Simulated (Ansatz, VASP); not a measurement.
Si in VASP and in Ansatz

```
CELL_PARAMETERS angstrom
0.00000 2.74236 2.74236
2.74236 0.00000 2.74236
2.74236 2.74236 0.00000
ATOMIC_POSITIONS crystal
Si 0.50000 0.50000 0.50000
Si 0.75000 0.75000 0.75000
```

Change from the starting cell: volume scaled by 1.03.

Alike in both runs: task single point; functional PBE; k mesh 11 × 11 × 11; occupations fermi-dirac, width 0.08 eV; no spin polarisation.

```csv
,VASP,Ansatz
version,VASP 6.6.1,Ansatz 0.2.0
potentials or method,"VASP PAW PBE potentials, release 64 (Si), cutoff 520 eV","all-electron LAPW, scalar-relativistic"
```

Ansatz gave:

- pressure (GPa): -0.7

Q: What did VASP give for the same quantities?

A: Pressure (GPa): -0.8.

Ansatz ran all-electron here, and VASP with PAW potentials.
